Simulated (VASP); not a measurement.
Input of a VASP 6.6.1 run:

File POSCAR:

```
Os
1.0
    2.7390104691      0.0000000000      0.0000000000
   -1.3695052345      2.3720526475      0.0000000000
    0.0000000000      0.0000000000      4.3162372575
Os
2
Direct
    0.3333333333      0.6666666667      0.2500000000
    0.6666666667      0.3333333333      0.7500000000
```

File INCAR.step1:

```
SYSTEM = Os
PREC = Accurate
ENCUT = 620
ISMEAR = -1
SIGMA = 0.1
LREAL = .FALSE.
LASPH = .TRUE.
NELM = 120
NBANDS = 23
GGA = PE
ALGO = Normal
EDIFF = 1E-5
LWAVE = .TRUE.
LCHARG = .FALSE.
GGA_COMPAT = .FALSE.
```

INCAR.step2

```
SYSTEM = Os
PREC = Accurate
ENCUT = 620
EDIFF = 1E-6
ISMEAR = -1
SIGMA = 0.1
LREAL = .FALSE.
LASPH = .TRUE.
NELM = 120
ALGO = Normal
ISIF = 2
LWAVE = .FALSE.
LCHARG = .FALSE.
METAGGA = R2SCAN
LMIXTAU = .TRUE.
NBANDS = 23
ISTART = 1
GGA_COMPAT = .FALSE.
```

The input KPOINTS:

```
Automatic mesh
0
G
  14 14 8
  0 0 0
```

Potentials or basis: VASP PAW PBE potentials, release 64 (Os_sv_GW).

Launch:

```bash
$ cat potpaw_PBE.64/Os_sv_GW/POTCAR > POTCAR
$ cp INCAR.step1 INCAR
$ mpirun -np 1 vasp_std > vasp.out
$ cp INCAR.step2 INCAR
$ mpirun -np 1 vasp_std > vasp.out
```

**Question.** Estimate the pressure.

**Answer.** -0.8 GPa.

**Question.** Predict the band gap on the k mesh.

**Answer.** Zero (bands 16 and 17 overlap by 3.91 eV).

Caveat: the PAW data sets were made with another functional, which shifts forces and pressure a little; spin-orbit coupling is left out, which moves the levels of the heavy elements.
